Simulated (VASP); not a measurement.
Na2Li, 9 atoms in the cell. It takes space group P3_221 (No. 154, trigonal). Conventional cell: a = 7.488 Å, b = 7.488 Å, c = 5.988 Å, α = 90.00°, β = 90.00°, γ = 120.00°. Within 4.1 Å of Na (site symmetry 1) lie 4 Li at 3.15 to 3.83 Å and 7 Na at 3.29 to 4.06 Å. Within 4.1 Å of Li (site symmetry 2) lie 8 Na at 3.15 to 3.83 Å and 2 Li at 3.28 Å. 

```yaml
Program: VASP 6.6.1
Task: single point
Functional: PBE
Potentials_or_basis: VASP PAW PBE potentials, release 64 (Na_pv, Li_sv)
Cutoff: 520 eV
k_mesh: 3 × 3 × 4
Occupations: gaussian, width 0.1 eV
Spin: no spin polarisation
Dipole_correction: no
Further_INCAR_settings: ALGO = Normal; EDIFF = 1e-06; NBANDS = 36
```

Potentials or basis: VASP PAW PBE potentials, release 64 (Na_pv, Li_sv).

Run with:

```sh
$ cat potpaw_PBE.64/Na_pv/POTCAR potpaw_PBE.64/Li_sv/POTCAR > POTCAR
$ mpirun -np 1 vasp_std > vasp.out
```

Hardware: 1 thread of AMD EPYC 7R13 Processor (Zen 3) (shared host).

Problem. Estimate the wall time of this run.

Solution. Wall time 79 s on 1 thread of AMD EPYC 7R13 Processor (Zen 3), with other jobs on the host, peak memory 0.38 GiB. Counts: scf iterations 12, k points 10.
